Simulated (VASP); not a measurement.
A run of VASP 6.6.1:

INCAR

```
SYSTEM = In4Ru
  PREC = Accurate
  ENCUT = 520
  EDIFF = 1E-7
  ISMEAR = 0
  SIGMA = 0.2
  LREAL = .FALSE.
  LASPH = .TRUE.
  NELM = 60
  ALGO = Normal
  ISIF = 2
  LWAVE = .FALSE.
  LCHARG = .TRUE.
  GGA = PE
  LELF = .TRUE.
  LVHAR = .TRUE.
  NBANDS = 41
```

Contents of KPOINTS:

```
Automatic mesh
0
G
  4 4 4
  0 0 0
```

Contents of POSCAR:

```
In4Ru
1.0
   -3.3544171781      3.3544171781      2.9029800372
    3.3544171781     -3.3544171781      2.9029800372
    3.3544171781      3.3544171781     -2.9029800372
In Ru
4 1
Direct
    0.2821864280      0.2821864280      0.5643728559
    0.7178135720      0.7178135720      0.4356271441
    0.2821864280      0.7178135720      0.0000000000
    0.7178135720      0.2821864280      0.0000000000
    0.0000000000      0.0000000000      0.0000000000
```

Potentials or basis: VASP PAW PBE potentials, release 64 (In_d, Ru_pv).

The run is started by

```bash
$ cat potpaw_PBE.64/In_d/POTCAR potpaw_PBE.64/Ru_pv/POTCAR > POTCAR
$ mpirun -np 1 vasp_std > vasp.out
```

Hardware: 1 thread of AMD EPYC 7R43 64-Core Processor (Zen 3), on a shared host.

Question: How long does it take, and how much memory?

Answer: Run time: 2.3 min on 1 thread of AMD EPYC 7R43 64-Core Processor (Zen 3), on a shared host, peak memory 0.24 GiB. Counts: scf iterations 15, k points 13.
